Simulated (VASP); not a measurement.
# VSi63 (a cell with a defect) in VASP: further runs

VSi63 (a cell with a defect) is run at these levels: PBEsol; tasks: single point.

All numbers are computed with VASP 6.6.1; they aren't measurements. Logs are shortened: lines on timing, memory, paths and dates and some standing lists are left out, and cuts for length are marked.

### Step 1. The cell of the first run

The cell holds a defect, 64 atoms: a = 10.866 Å, b = 10.866 Å, c = 10.866 Å, α = 90.00°, β = 90.00°, γ = 90.00°.

### Step 2. Single point, PBEsol

Input file INCAR:

```
PREC = Accurate
ENCUT = 400
EDIFF = 1E-6
ISMEAR = -1
SIGMA = 0.05
LREAL = Auto
LASPH = T
NELM = 120
ALGO = Normal
ISIF = 2
LWAVE = F
LCHARG = F
GGA = PS
NELECT = 266.0
ISYM = -1
NBANDS = 170
GGA_COMPAT = F
```

Input file KPOINTS:

```
explicit points
1
Reciprocal
  0.25000000   0.25000000   0.25000000 1
```

Input file POSCAR:

```
VSi63
1.0
   10.8655790000      0.0000000000      0.0000000000
    0.0000000000     10.8655790000      0.0000000000
    0.0000000000      0.0000000000     10.8655790000
Si V
63 1
Direct
    0.9999680000      0.0002370000      0.0002430000
    0.9991940000      0.9995700000      0.5007750000
    0.9992940000      0.5006570000      0.0001860000
    0.9991550000      0.4998240000      0.5001460000
    0.5002230000      0.9996930000      0.0000410000
    0.4995140000      0.9995170000      0.5000720000
    0.4995320000      0.4997670000      0.9997380000
    0.1253020000      0.1253790000      0.1254380000
    0.1241010000      0.1243120000      0.6251720000
    0.1242290000      0.6249570000      0.1249690000
    0.1244690000      0.6248450000      0.6250840000
    0.6249570000      0.1243330000      0.1248790000
    0.6248430000      0.1247440000      0.6250280000
    0.6247640000      0.6248910000      0.1248400000
    0.6252540000      0.6250700000      0.6254280000
    0.2499910000      0.2507260000      0.0004160000
    0.2486210000      0.2488450000      0.5008310000
    0.2500740000      0.7496870000      0.0005330000
    0.2487110000      0.7504770000      0.5006990000
    0.7497180000      0.2503300000      0.0005850000
    0.7497570000      0.2495790000      0.5004830000
    0.7495460000      0.7499320000      0.9999640000
    0.7498610000      0.7499640000      0.5011000000
    0.3753930000      0.3754640000      0.1258700000
    0.3728530000      0.3724830000      0.6281410000
    0.3753130000      0.8758800000      0.1250800000
    0.3752010000      0.8747070000      0.6258400000
    0.8759930000      0.3754280000      0.1251820000
    0.8746150000      0.3753080000      0.6258310000
    0.8751310000      0.8751110000      0.1255530000
    0.8749210000      0.8749580000      0.6251770000
    0.2500820000      0.0002450000      0.2505080000
    0.2501590000      0.0002530000      0.7500740000
    0.2488790000      0.5006400000      0.2493660000
    0.2490430000      0.5005490000      0.7503230000
    0.7499300000      0.0001950000      0.2507180000
    0.7495470000      0.9996800000      0.7499560000
    0.7500440000      0.5002470000      0.2492130000
    0.7501100000      0.5009870000      0.7503890000
    0.3752630000      0.1254730000      0.3757180000
    0.3753050000      0.1248840000      0.8764110000
    0.3728540000      0.6279710000      0.3733140000
    0.3751000000      0.6254210000      0.8751040000
    0.8758090000      0.1250800000      0.3760660000
    0.8747980000      0.1253470000      0.8752700000
    0.8744210000      0.6252080000      0.3756120000
    0.8750640000      0.6250180000      0.8754460000
    0.0003980000      0.2502530000      0.2506460000
    0.0000330000      0.2502990000      0.7501180000
    0.9999020000      0.7497470000      0.2507750000
    0.9998020000      0.7497700000      0.7499320000
    0.5006270000      0.2489680000      0.2493840000
    0.5006560000      0.2489360000      0.7507500000
    0.5004230000      0.7503280000      0.2493720000
    0.5007030000      0.7497540000      0.7502420000
    0.1252560000      0.3756580000      0.3759220000
    0.1243050000      0.3760550000      0.8761450000
    0.1243700000      0.8762190000      0.3759130000
    0.1252000000      0.8751110000      0.8754230000
    0.6267820000      0.3738470000      0.3736070000
    0.6254220000      0.3755220000      0.8751930000
    0.6252910000      0.8749340000      0.3757910000
    0.6244220000      0.8751870000      0.8753440000
    0.4968110000      0.4980010000      0.4984460000
```

Potentials or basis: VASP PAW PBE potentials, release 64 (Si, V_sv).

On the command line:

```
> cat potpaw_PBE.64/Si/POTCAR potpaw_PBE.64/V_sv/POTCAR > POTCAR
> mpirun -np 1 vasp_std > vasp.out
```

OUTCAR:

```text
PREC = Accurate
   ENCUT = 400
   EDIFF = 1E-6
   ISMEAR = -1
   LREAL = Auto
   LASPH = T
   NELM = 120
   ISIF = 2
   GGA = PS
   NELECT = 266.0
   ISYM = -1

 ion  position               nearest neighbor table
   1  1.000  0.000  0.000-  59 2.35  45 2.35  30 2.35   8 2.36
   2  0.999  1.000  0.501-  31 2.34  58 2.34  44 2.34   9 2.35
   3  0.999  0.501  0.000-  47 2.34  28 2.34  57 2.34  10 2.35
   4  0.999  0.500  0.500-  56 2.35  46 2.35  29 2.35  11 2.35
   5  0.500  1.000  0.000-  63 2.34  41 2.34  26 2.34  12 2.35
   6  0.500  1.000  0.500-  40 2.35  62 2.35  27 2.35  13 2.36
[... 56 lines left out ...]
  63  0.624  0.875  0.875-   5 2.34  55 2.35  22 2.35  37 2.35
  64  0.497  0.498  0.498-  60 2.38  42 2.38  25 2.38  15 2.40

IMPORTANT INFORMATION: All symmetrisations will be switched off!
NOSYMM: (Re-)initialisation of all symmetry stuff for point group C_1.

----------------------------------------------------------------------------------------

                                     Primitive cell

  volume of cell :    1282.7990

  direct lattice vectors                    reciprocal lattice vectors
    10.865579000  0.000000000  0.000000000     0.092033752  0.000000000  0.000000000
     0.000000000 10.865579000  0.000000000     0.000000000  0.092033752  0.000000000
     0.000000000  0.000000000 10.865579000     0.000000000  0.000000000  0.092033752

  length of vectors
    10.865579000 10.865579000 10.865579000     0.092033752  0.092033752  0.092033752

  position of ions in fractional coordinates (direct lattice)
     0.999968000  0.000237000  0.000243000
     0.999194000  0.999570000  0.500775000
     0.999294000  0.500657000  0.000186000
     0.999155000  0.499824000  0.500146000
     0.500223000  0.999693000  0.000041000
     0.499514000  0.999517000  0.500072000
[... 56 lines left out ...]
     0.624422000  0.875187000  0.875344000
     0.496811000  0.498001000  0.498446000

  ion indices of the primitive-cell ions
   primitive index   ion index
                 1           1
                 2           2
                 3           3
                 4           4
                 5           5
                 6           6
[... 56 lines left out ...]
                63          63
                64          64

----------------------------------------------------------------------------------------

 KPOINTS: explicit points

Read explicit list of k-points.

 Found      1 k-points:

 Following reciprocal coordinates:
            Coordinates               Weight
  0.250000  0.250000  0.250000      1.000000
   k-points           NKPTS =      1   k-points in BZ     NKDIM =      1   number of bands    NBANDS=    170
   number of dos      NEDOS =    301   number of ions     NIONS =     64
   total plane-waves  NPLWV = 373248
   dimension x,y,z NGX =    72 NGY =   72 NGZ =   72
   dimension x,y,z NGXF=   144 NGYF=  144 NGZF=  144
   ions per type =              63   1
   NGX,Y,Z   is equivalent  to a cutoff of  11.02, 11.02, 11.02 a.u.
   NGXF,Y,Z  is equivalent  to a cutoff of  22.03, 22.03, 22.03 a.u.
 SYSTEM =  unknown system
   PREC   = accura    normal or accurate (medium, high low for compatibility)
   ISTART =      0    job   : 0-new  1-cont  2-samecut
   ICHARG =      2    charge: 1-file 2-atom 10-const
   ISPIN  =      1    spin polarized calculation?
   LNONCOLLINEAR =      F non collinear calculations
   LSORBIT =      F    spin-orbit coupling
   LASPH  =      T    aspherical Exc in radial PAW
   ENCUT  =  400.0 eV  29.40 Ry    5.42 a.u.  17.72 17.72 17.72*2*pi/ulx,y,z
   NELM   =    120;   NELMIN=  2; NELMDL= -5     # of ELM steps
   EDIFF  = 0.1E-05   stopping-criterion for ELM
   LREAL  =      T    real-space projection
   EDIFFG = 0.1E-04   stopping-criterion for IOM
   NSW    =      0    number of steps for IOM
   IBRION =     -1    ionic relax: 0-MD 1-quasi-New 2-CG
   NFREE  =      0    steps in history (QN), initial steepest desc. (CG)
   ISIF   =      2    stress and relaxation
   ISYM   =     -1    0-nonsym 1-usesym 2-fastsym
[... 1 lines left out ...]
   TEBEG  =    0.0;   TEEND  =   0.0 temperature during run
   PSTRESS=    0.0 pullay stress
   NELECT =     266.0000    total number of electrons
   NUPDOWN=      -1.0000    fix difference up-down
   EMIN   =  10.00;   EMAX   =-10.00  energy-range for DOS
   EFERMI =   0.00;   METHOD = LEGACY
   ISMEAR =    -1;   SIGMA  =   0.05  broadening in eV -4-tet -1-fermi 0-gaus
   EFERMI_NEDOS =   21; number of points for ismear=-14 and -15
   IALGO  =     38    algorithm
   IMIX   =      4    mixing-type and parameters
     AMIX     =   0.40;   BMIX     =  1.00
     AMIX_MAG =   1.60;   BMIX_MAG =  1.00
  volume/ion in A,a.u.               =      20.04       135.26
  Fermi-wavevector in a.u.,A,eV,Ry     =   0.968982  1.831111 12.774873  0.938927
  Thomas-Fermi vector in A             =   2.098997
   LORBIT       =      0    0 simple, 1 ext, 2 COOP (PROOUT), +10 PAW based schemes
   GGA     = PS    functional components
   LHFCALC =     F    Hartree Fock is set to
   AEXX    =    0.0000 exact exchange contribution
   IVDW    =     0    specifies the selected vdW correction
   LEPSILON=     F    determine dielectric tensor
   LRPA    =     F    only Hartree local field effects (RPA)
 non-spin polarized calculation
  energy-cutoff  :      400.00
  volume of cell :     1282.80
 maximum number of plane-waves:     23294
 NGX is ok and might be reduce to    70
   NGX = 35   NGY = 35   NGZ = 35

 number of electron     265.9999947 magnetization

 Free energy of the ion-electron system (eV)
  ---------------------------------------------------
  ext. energy  EPLUGINS =         0.00000000
  ---------------------------------------------------
  free energy    TOTEN  =      -362.42762747 eV

  energy without entropy =     -362.28869144  energy(sigma->0) =     -362.35815945

 E-fermi :   6.1406     XC(G=0):  -9.5847

 val. band max:        6.1396864793   @ k =   0.2500   0.2500   0.2500
 cond. band min:       6.1416373390   @ k =   0.2500   0.2500   0.2500
 fundamental gap:      0.0019508597
 Fermi energy:         6.1406309997

 k-point     1 :       0.2500    0.2500    0.2500
  band No.  band energies     occupation
      1     -57.5241      2.00000
      2     -31.6429      2.00000
      3     -31.4791      2.00000
      4     -31.4754      2.00000
      5      -6.0075      2.00000
      6      -5.4959      2.00000
[... 137 lines left out ...]
    144       7.3909      0.00000
    145       7.5742      0.00000
 [bands above 145 left out]

------------------------ aborting loop because EDIFF is reached ----------------------------------------

  FORCE on cell =-STRESS in cart. coord.  units (eV):
  Direction    XX          YY          ZZ          XY          YZ          ZX
  --------------------------------------------------------------------------------------
  -------------------------------------------------------------------------------------
  Total       12.0686444     11.9791761     11.9384725     -8.7047755     -8.5794721     -8.6436453
  in kB       15.0733732     14.9616300     14.9107924    -10.8720024    -10.7155022    -10.7956525
  external PRESSURE =      14.9819319 kB  Pullay stress =       0.0000000 kB

 VOLUME and BASIS-vectors are now :
 -----------------------------------------------------------------------------
  energy-cutoff  :      400.00
  volume of cell :     1282.80
      direct lattice vectors                 reciprocal lattice vectors
    10.865579000  0.000000000  0.000000000     0.092033752  0.000000000  0.000000000
     0.000000000 10.865579000  0.000000000     0.000000000  0.092033752  0.000000000
     0.000000000  0.000000000 10.865579000     0.000000000  0.000000000  0.092033752

 POSITION                                       TOTAL-FORCE (eV/Angst)
 -----------------------------------------------------------------------------------
     10.86523      0.00258      0.00264        -0.006086     -0.008261      0.002667
     10.85682     10.86091      5.44121        -0.000842      0.016398      0.010174
     10.85791      5.43993      0.00202         0.006367      0.001309     -0.011026
     10.85640      5.43088      5.43438        -0.001264     -0.004621      0.002879
      5.43521     10.86224      0.00045        -0.003517      0.002283      0.001785
      5.42751     10.86033      5.43357         0.000643     -0.001399      0.013528
[... 56 lines left out ...]
      6.78471      9.50941      9.51112         0.007579     -0.003143     -0.002285
      5.39814      5.41107      5.41590        -0.004758     -0.002513      0.004473
 -----------------------------------------------------------------------------------
    total drift:                               -0.004472     -0.000205     -0.002335

  FREE ENERGIE OF THE ION-ELECTRON SYSTEM (eV)
  ---------------------------------------------------
  free  energy   TOTEN  =      -362.4276274669 eV

  energy  without entropy=     -362.2886914390  energy(sigma->0) =     -362.35815945
```

Wall time 4.1 min (1 thread of Intel Xeon Platinum 8488C (Sapphire Rapids), shared host); peak memory 0.78 GiB.

Results:

```
Free energy   : -362.4276 eV
Largest force : 0.022 eV/Å
```

Forces on the atoms (eV/Å):
```
Si  -0.006 -0.008  0.003
Si  -0.001  0.016  0.010
Si   0.006  0.001 -0.011
Si  -0.001 -0.005  0.003
Si  -0.004  0.002  0.002
Si   0.001 -0.001  0.014
Si   0.004  0.006  0.005
Si  -0.001  0.005  0.002
Si  -0.001 -0.004  0.008
Si  -0.003  0.006 -0.010
Si   0.006  0.008 -0.010
Si   0.003 -0.002 -0.009
Si   0.000 -0.010 -0.005
Si   0.002  0.002 -0.002
Si   0.003  0.009  0.016
Si  -0.002 -0.006  0.005
Si  -0.003 -0.006  0.019
Si  -0.007  0.003  0.002
Si   0.004 -0.007  0.003
Si  -0.008 -0.005 -0.001
Si   0.002 -0.007  0.016
Si  -0.002 -0.001  0.011
Si  -0.007 -0.001  0.003
Si  -0.003 -0.003  0.002
Si  -0.002  0.007 -0.001
Si   0.016  0.003 -0.008
Si   0.005  0.006 -0.006
Si  -0.005  0.002 -0.009
Si  -0.003  0.003 -0.009
Si  -0.012  0.001 -0.002
Si  -0.001  0.001 -0.003
Si  -0.003  0.009  0.002
Si   0.000 -0.002  0.003
Si  -0.002  0.013 -0.003
Si  -0.008 -0.013  0.002
Si  -0.007  0.000  0.001
Si  -0.009  0.012 -0.003
Si  -0.013  0.011  0.002
Si  -0.013 -0.004  0.001
Si  -0.001  0.003 -0.003
Si   0.011 -0.003 -0.006
Si  -0.009 -0.001  0.000
Si   0.011 -0.001 -0.002
Si  -0.005 -0.010 -0.007
Si   0.004 -0.007  0.005
Si   0.004  0.014  0.002
Si  -0.004  0.009  0.003
Si  -0.002 -0.005  0.002
Si   0.000 -0.002 -0.005
Si   0.007  0.000 -0.003
Si   0.001 -0.005  0.014
Si   0.006 -0.004 -0.009
Si  -0.012  0.001  0.000
Si   0.009 -0.002 -0.003
Si   0.007  0.008 -0.001
Si   0.010 -0.005 -0.007
Si   0.008 -0.007  0.006
Si  -0.002 -0.010 -0.005
Si  -0.002  0.003 -0.006
Si   0.014 -0.015 -0.008
Si   0.005  0.004 -0.003
Si   0.008 -0.003 -0.008
Si   0.008 -0.003 -0.002
V   -0.005 -0.003  0.004
```

Levels at points of the mesh, in eV from the Fermi level:
| k point | band 131 | band 132 | band 133 | band 134 | band 135 | band 136 |
| --- | --- | --- | --- | --- | --- | --- |
| (0.25, 0.25, 0.25) | -0.74 | -0.73 | 0.00 | 0.00 | 0.43 | 0.49 |

Caveat: the cell carries a net charge on a neutralising background, which shifts energy and pressure; the cell is charged against a uniform background, so pressure and absolute levels hang on convention; the PAW data sets were made with another functional, which shifts forces and pressure a little.

(Part 1 of 2 ends here.)
